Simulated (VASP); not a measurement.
# Fe2O3 (R-3c) in VASP: single point with PBE

Aim: the single point of Fe2O3 with PBE.

Program: VASP 6.6.1. These are calculated values, not measurements. Logs are shortened: lines on timing, memory, paths and dates and some standing lists are left out, and cuts for length are marked.

**1. The cell of the first run**

It takes space group R-3c (No. 167, trigonal). The conventional cell has a = 4.772 Å, b = 4.772 Å, c = 13.311 Å, α = 90.00°, β = 90.00°, γ = 120.00°. Within 2.5 Å of Fe (site symmetry 3) lie 6 O at 1.89 to 1.96 Å. O (site symmetry 2) has 4 Fe at 1.89 to 1.96 Å within 2.5 Å.

**2. Single point, PBE, collinear spin, ferromagnetic start**

Input file INCAR:

```
ALGO     = Normal         # electronic algorithm
EDIFF    = 1E-7           # SCF threshold, eV
ENCUT    = 520            # plane-wave cutoff, eV
GGA      = PE             # functional
ISIF     = 2              # what is computed and relaxed
ISMEAR   = 0              # smearing method
ISPIN    = 2              # spin polarisation
LASPH    = True           # aspherical terms in the spheres
LCHARG   = False          # write CHGCAR
LMAXMIX  = 4              # l up to which the mixer works
LORBIT   = 11             # projections on sites
LREAL    = False          # projectors in reciprocal space
LWAVE    = False          # write WAVECAR
MAGMOM   = 3.23 3.23 3.23 3.23 0.18 0.18 0.18 0.18 0.18 0.18 # initial moments
NBANDS   = 49             # bands
NELM     = 150            # most SCF steps
PREC     = Accurate       # precision mode
SIGMA    = 0.1            # smearing width, eV
```

Input file KPOINTS:

```
k-points
0
Gamma
  6 6 6
```

Input file POSCAR:

```
Fe2O3
1.0
    2.3860623921      1.3775937644      4.4370134474
   -2.3860623921      1.3775937644      4.4370134474
    0.0000000000     -2.7551875287      4.4370134474
Fe O
4 6
Direct
    0.3454714557      0.3454714557      0.3454714557
    0.1545285443      0.1545285443      0.1545285443
    0.6545285443      0.6545285443      0.6545285443
    0.8454714557      0.8454714557      0.8454714557
    0.5631571003      0.9368428997      0.2500000000
    0.2500000000      0.5631571003      0.9368428997
    0.9368428997      0.2500000000      0.5631571003
    0.4368428997      0.0631571003      0.7500000000
    0.7500000000      0.4368428997      0.0631571003
    0.0631571003      0.7500000000      0.4368428997
```

Potentials or basis: VASP PAW PBE potentials, release 64 (Fe, O).

Run with:

```bash
$ cat potpaw_PBE.64/Fe/POTCAR potpaw_PBE.64/O/POTCAR > POTCAR
$ mpirun -np 1 vasp_std > vasp.out
```

OUTCAR:

```text
EDIFF = 1E-7
   ENCUT = 520
   GGA = PE
   ISIF = 2
   ISMEAR = 0
   ISPIN = 2
   LASPH = True
   LORBIT = 11
   LREAL = False
   NELM = 150
   PREC = Accurate

 ion  position               nearest neighbor table
   1  0.345  0.345  0.345-   8 1.89   9 1.89  10 1.89   6 1.96   7 1.96   5 1.96   2 2.54   3 2.77
                             3 2.77   3 2.77
   2  0.155  0.155  0.155-   8 1.89  10 1.89   9 1.89   7 1.96   6 1.96   5 1.96   1 2.54   4 2.77
                             4 2.77   4 2.77
   3  0.655  0.655  0.655-   5 1.89   6 1.89   7 1.89   9 1.96  10 1.96   8 1.96   4 2.54   1 2.77
                             1 2.77   1 2.77
   4  0.845  0.845  0.845-   5 1.89   7 1.89   6 1.89  10 1.96   9 1.96   8 1.96   3 2.54   2 2.77
                             2 2.77   2 2.77
   5  0.563  0.937  0.250-   3 1.89   4 1.89   1 1.96   2 1.96
   6  0.250  0.563  0.937-   3 1.89   4 1.89   1 1.96   2 1.96
   7  0.937  0.250  0.563-   4 1.89   3 1.89   2 1.96   1 1.96
   8  0.437  0.063  0.750-   1 1.89   2 1.89   3 1.96   4 1.96
   9  0.750  0.437  0.063-   1 1.89   2 1.89   3 1.96   4 1.96
  10  0.063  0.750  0.437-   2 1.89   1 1.89   4 1.96   3 1.96

  LATTYP: Found a trigonal (rhomboedric) cell.
 ALAT       =     5.2228485189
 COS(alpha) =     0.5825747393

  Lattice vectors:

 A1 = (   2.3860623921,   1.3775937644,   4.4370134474)
 A2 = (  -2.3860623921,   1.3775937644,   4.4370134474)
 A3 = (   0.0000000000,  -2.7551875287,   4.4370134474)

Analysis of symmetry for initial positions (statically):
=====================================================================
 Subroutine PRICEL returns:
 Original cell was already a primitive cell.

 Routine SETGRP: Setting up the symmetry group for a
 trigonal (rhombohedral) supercell.

 Subroutine GETGRP returns: Found 12 space group operations
 (whereof  6 operations were pure point group operations)
 out of a pool of 12 trial point group operations.

The static configuration has the point symmetry S_6 .
 The point group associated with its full space group is D_3d.

Analysis of symmetry for dynamics (positions and initial velocities):
=====================================================================
 Subroutine PRICEL returns:
 Original cell was already a primitive cell.

 Routine SETGRP: Setting up the symmetry group for a
 trigonal (rhombohedral) supercell.

 Subroutine GETGRP returns: Found 12 space group operations
 (whereof  6 operations were pure point group operations)
 out of a pool of 12 trial point group operations.

The dynamic configuration has the point symmetry S_6 .
 The point group associated with its full space group is D_3d.

Analysis of structural, dynamic, and magnetic symmetry:
=====================================================================
 Subroutine PRICEL returns:
 Original cell was already a primitive cell.

 Routine SETGRP: Setting up the symmetry group for a
 trigonal (rhombohedral) supercell.

 Subroutine GETGRP returns: Found 12 space group operations
 (whereof  6 operations were pure point group operations)
 out of a pool of 12 trial point group operations.

The overall configuration has the point symmetry S_6 .
 The point group associated with its full space group is D_3d.

 Subroutine INISYM returns: Found 12 space group operations
 (whereof  6 operations are pure point group operations),
 and found     1 'primitive' translations

----------------------------------------------------------------------------------------

                                     Primitive cell

  volume of cell :      87.5074

  direct lattice vectors                    reciprocal lattice vectors
     2.386062392  1.377593764  4.437013447     0.209550262  0.120983900  0.075125608
    -2.386062392  1.377593764  4.437013447    -0.209550262  0.120983900  0.075125608
     0.000000000 -2.755187529  4.437013447     0.000000000 -0.241967801  0.075125608

  length of vectors
     5.222848519  5.222848519  5.222848519     0.253361942  0.253361942  0.253361942

  position of ions in fractional coordinates (direct lattice)
     0.345471456  0.345471456  0.345471456
     0.154528544  0.154528544  0.154528544
     0.654528544  0.654528544  0.654528544
     0.845471456  0.845471456  0.845471456
     0.563157100  0.936842900  0.250000000
     0.250000000  0.563157100  0.936842900
[... 84 lines left out ...]
   LNONCOLLINEAR =      F non collinear calculations
   LSORBIT =      F    spin-orbit coupling
   LASPH  =      T    aspherical Exc in radial PAW
   ENCUT  =  520.0 eV  38.22 Ry    6.18 a.u.   9.71  9.71  9.71*2*pi/ulx,y,z
   NELM   =    150;   NELMIN=  2; NELMDL= -5     # of ELM steps
   EDIFF  = 0.1E-06   stopping-criterion for ELM
   LREAL  =      F    real-space projection
   EDIFFG = 0.1E-05   stopping-criterion for IOM
   NSW    =      0    number of steps for IOM
   IBRION =     -1    ionic relax: 0-MD 1-quasi-New 2-CG
   NFREE  =      0    steps in history (QN), initial steepest desc. (CG)
   ISIF   =      2    stress and relaxation
   ISYM   =      2    0-nonsym 1-usesym 2-fastsym
   POTIM  = 0.5000    time-step for ionic-motion
   TEBEG  =    0.0;   TEEND  =   0.0 temperature during run
   PSTRESS=    0.0 pullay stress
   NELECT =      68.0000    total number of electrons
   NUPDOWN=      -1.0000    fix difference up-down
   EMIN   =  10.00;   EMAX   =-10.00  energy-range for DOS
   EFERMI =   0.00;   METHOD = LEGACY
   ISMEAR =     0;   SIGMA  =   0.10  broadening in eV -4-tet -1-fermi 0-gaus
   EFERMI_NEDOS =   21; number of points for ismear=-14 and -15
   IALGO  =     38    algorithm
   IMIX   =      4    mixing-type and parameters
     AMIX     =   0.40;   BMIX     =  1.00
     AMIX_MAG =   1.60;   BMIX_MAG =  1.00
  volume/ion in A,a.u.               =       8.75        59.05
  Fermi-wavevector in a.u.,A,eV,Ry     =   1.505091  2.844210 30.821271  2.265300
  Thomas-Fermi vector in A             =   2.615985
   LORBIT       =     11    0 simple, 1 ext, 2 COOP (PROOUT), +10 PAW based schemes
   GGA     = PE    functional components
   LHFCALC =     F    Hartree Fock is set to
   AEXX    =    0.0000 exact exchange contribution
   IVDW    =     0    specifies the selected vdW correction
   LEPSILON=     F    determine dielectric tensor
   LRPA    =     F    only Hartree local field effects (RPA)
 spin polarized calculation
 Gauss-broadening in eV      SIGMA  =   0.10
  energy-cutoff  :      520.00
  volume of cell :       87.51
 maximum number of plane-waves:      2386
   NGX = 19   NGY = 19   NGZ = 19

 number of electron      68.0000001 magnetization      12.1071766

 number of electron      68.0000002 magnetization       3.9999657

 Free energy of the ion-electron system (eV)
  ---------------------------------------------------
  ext. energy  EPLUGINS =         0.00000000
  ---------------------------------------------------
  free energy    TOTEN  =       -74.64063820 eV

  energy without entropy =      -74.59240339  energy(sigma->0) =      -74.61652080

 E-fermi :   5.5931     XC(G=0): -12.4314

 val. band max:        5.5843757943   @ k =   0.5000   0.5000   0.1667
 cond. band min:       5.5960101076   @ k =  -0.3333   0.3333   0.1667
 fundamental gap:      0.0116343134
 Fermi energy:         5.5930660520

 spin component 1

 k-point     1 :       0.0000    0.0000    0.0000
  band No.  band energies     occupation
      1     -15.5686      1.00000
      2     -13.6858      1.00000
      3     -13.6547      1.00000
      4     -13.6547      1.00000
      5     -13.5081      1.00000
      6     -13.5081      1.00000
[... 1165 lines left out ...]
     45      14.9274      0.00000
     46      15.2371      0.00000

 [... further k-points ...]

 spin component 2

 k-point     1 :       0.0000    0.0000    0.0000
  band No.  band energies     occupation
      1     -15.5059      1.00000
      2     -13.6273      1.00000
      3     -13.5913      1.00000
      4     -13.5913      1.00000
      5     -13.4475      1.00000
      6     -13.4475      1.00000
[... 1165 lines left out ...]
     45      15.0559      0.00000
     46      15.3669      0.00000

 [... further k-points ...]

 [bands above 46 left out]

------------------------ aborting loop because EDIFF is reached ----------------------------------------

  FORCE on cell =-STRESS in cart. coord.  units (eV):
  Direction    XX          YY          ZZ          XY          YZ          ZX
  --------------------------------------------------------------------------------------
  -------------------------------------------------------------------------------------
  Total        0.8915925      0.8915925      0.8614893     -0.0000000      0.0000000      0.0000000
  in kB       16.3242039     16.3242039     15.7730446     -0.0000000      0.0000000      0.0000000
  external PRESSURE =      16.1404842 kB  Pullay stress =       0.0000000 kB

 VOLUME and BASIS-vectors are now :
 -----------------------------------------------------------------------------
  energy-cutoff  :      520.00
  volume of cell :       87.51
      direct lattice vectors                 reciprocal lattice vectors
     2.386062392  1.377593764  4.437013447     0.209550262  0.120983900  0.075125608
    -2.386062392  1.377593764  4.437013447    -0.209550262  0.120983900  0.075125608
     0.000000000 -2.755187529  4.437013447     0.000000000 -0.241967801  0.075125608

 POSITION                                       TOTAL-FORCE (eV/Angst)
 -----------------------------------------------------------------------------------
      0.00000      0.00000      4.59858         0.000000      0.000000      0.044816
      0.00000      0.00000      2.05694         0.000000     -0.000000     -0.044816
      0.00000      0.00000      8.71246         0.000000     -0.000000     -0.044816
      0.00000      0.00000     11.25410         0.000000      0.000000      0.044816
     -0.89164      1.37759      7.76477         0.023179     -0.000000     -0.000000
     -0.74721     -1.46098      7.76477        -0.011590      0.020074     -0.000000
      1.63885      0.08338      7.76477        -0.011590     -0.020074     -0.000000
      0.89164     -1.37759      5.54627        -0.023179      0.000000     -0.000000
      0.74721      1.46098      5.54627         0.011590     -0.020074     -0.000000
     -1.63885     -0.08338      5.54627         0.011590      0.020074     -0.000000
 -----------------------------------------------------------------------------------
    total drift:                               -0.000000      0.000000     -0.000000

  FREE ENERGIE OF THE ION-ELECTRON SYSTEM (eV)
  ---------------------------------------------------
  free  energy   TOTEN  =       -74.6406382022 eV

  energy  without entropy=      -74.5924033882  energy(sigma->0) =      -74.61652080

 total charge

# of ion       s       p       d       tot
------------------------------------------
    1        0.409   0.654   6.305   7.368
    2        0.409   0.654   6.305   7.368
    3        0.409   0.654   6.305   7.368
    4        0.409   0.654   6.305   7.368
    5        1.561   3.452   0.000   5.014
    6        1.561   3.452   0.000   5.014
    7        1.561   3.452   0.000   5.014
    8        1.561   3.452   0.000   5.014
    9        1.561   3.452   0.000   5.014
   10        1.561   3.452   0.000   5.014
--------------------------------------------------
tot         11.006  23.329  25.220  59.554

 magnetization (x)

# of ion       s       p       d       tot
------------------------------------------
    1        0.007   0.009   0.927   0.944
    2        0.007   0.009   0.927   0.944
    3        0.007   0.009   0.927   0.944
    4        0.007   0.009   0.927   0.944
    5        0.000   0.028   0.000   0.028
    6        0.000   0.028   0.000   0.028
    7        0.000   0.028   0.000   0.028
    8        0.000   0.028   0.000   0.028
    9        0.000   0.028   0.000   0.028
   10        0.000   0.028   0.000   0.028
--------------------------------------------------
tot          0.028   0.204   3.710   3.941
```

Run time: 7.8 min. Hardware: 1 thread of Intel Xeon Platinum 8259CL at 2.50GHz (Skylake/Cascade Lake), shared host; peak memory 0.4 GiB.

Results:

```
Free energy                                           : -74.6406 eV
Pressure                                              : 1.6 GPa
Largest force                                         : 0.045 eV/Å
Band gap on the k mesh                                : zero (filled and empty bands overlap)
Net moment                                            : 4.00 μB per cell
Site moments                                          : Fe +0.94; O +0.03 μB
Valence electrons inside the program's atomic spheres : Fe 7.37; O 5.01
```

Forces on the atoms (eV/Å):
```
Fe   0.000  0.000  0.045
Fe   0.000  0.000 -0.045
Fe   0.000  0.000 -0.045
Fe   0.000  0.000  0.045
O    0.023  0.000  0.000
O   -0.012  0.020  0.000
O   -0.012 -0.020  0.000
O   -0.023  0.000  0.000
O    0.012 -0.020  0.000
O    0.012  0.020  0.000
```

Levels at points of the mesh, in eV from the Fermi level:
Spin up:
| k point | band 33 | band 34 | band 35 | band 36 | band 37 | band 38 | band 39 | band 40 |
| --- | --- | --- | --- | --- | --- | --- | --- | --- |
| (0.00, 0.00, 0.00) | -1.03 | -0.61 | -0.55 | -0.55 | 0.44 | 0.44 | 0.61 | 0.61 |
| (0.50, 0.00, 0.00) | -0.97 | -0.97 | -0.85 | -0.85 | 0.99 | 0.99 | 1.20 | 1.20 |
| (0.50, 0.50, 0.00) | -0.95 | -0.84 | -0.74 | -0.74 | 0.32 | 0.47 | 0.67 | 1.08 |
| (0.50, 0.50, 0.50) | -0.85 | -0.85 | -0.85 | -0.85 | 1.05 | 1.05 | 1.05 | 1.05 |
Spin down:
```csv
k point,band 30,band 31,band 32,band 33,band 34,band 35
"(0.00, 0.00, 0.00)",-0.66,-0.66,-0.31,0.30,0.30,0.46
"(0.50, 0.00, 0.00)",-0.35,-0.11,-0.11,-0.03,-0.03,0.44
"(0.50, 0.50, 0.00)",-0.35,-0.26,-0.07,0.06,0.31,0.39
"(0.50, 0.50, 0.50)",-0.07,-0.05,-0.05,-0.05,-0.05,0.04
```

Caveat: semilocal functionals often make such compounds metallic where correlation or magnetic order opens a gap, which also shifts bond lengths; only a ferromagnetic start was run, and an antiferromagnetic order may lie lower in energy. With open d or f shells a metallic result of PBE can be an artefact of self-interaction; +U or a hybrid may open a gap.
